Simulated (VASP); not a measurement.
Set up this calculation in VASP 6.6.1, as the native input.

```yaml
Task: electric field gradients
Functional: LDA
Potentials_or_basis: VASP PAW LDA potentials, release 64 (Li_sv, Zn)
Cutoff: 520 eV
k_mesh: 9 × 9 × 9
Occupations: fermi-dirac, width 0.08 eV
Spin: no spin polarisation
Dipole_correction: no
Further_INCAR_settings: ALGO = Normal; EDIFF = 1e-08; NBANDS = 23
```

The structure of LiZn lies in POSCAR:

```
LiZn
1.0
    0.0000000000      3.0689543053      3.0689543053
    3.0689543053      0.0000000000      3.0689543053
    3.0689543053      3.0689543053      0.0000000000
Li Zn
2 2
Direct
    0.5000000000      0.5000000000      0.5000000000
    0.7500000000      0.7500000000      0.7500000000
    0.0000000000      0.0000000000      0.0000000000
    0.2500000000      0.2500000000      0.2500000000
```

One way to write it, as run:

INCAR

```
SYSTEM = LiZn
PREC = Accurate
ENCUT = 520
EDIFF = 1E-8
ISMEAR = -1
SIGMA = 0.08
LREAL = .False.
LASPH = .True.
NELM = 80
ALGO = Normal
ISIF = 2
LWAVE = .False.
LCHARG = .False.
LEFG = .True.
NBANDS = 23
```

KPOINTS

```
Automatic mesh
0
Gamma
  9 9 9
  0 0 0
```

Potentials or basis: VASP PAW LDA potentials, release 64 (Li_sv, Zn).

Command:

```console
$ cat potpaw_LDA.64/Li_sv/POTCAR potpaw_LDA.64/Zn/POTCAR > POTCAR
$ mpirun -np 1 vasp_std > vasp.out
```

Results of the run:

```json
{
  "Band gap on the k mesh": "zero (bands 15 and 16 overlap by 4.60 eV)",
  "Largest electric field gradient by atom": "zero within the noise of the run"
}
```

Wall time 36 s on 1 thread of Intel(R) Xeon(R) Platinum 8375C CPU @ 2.90GHz (Ice Lake) (shared host), peak memory 0.17 GiB.
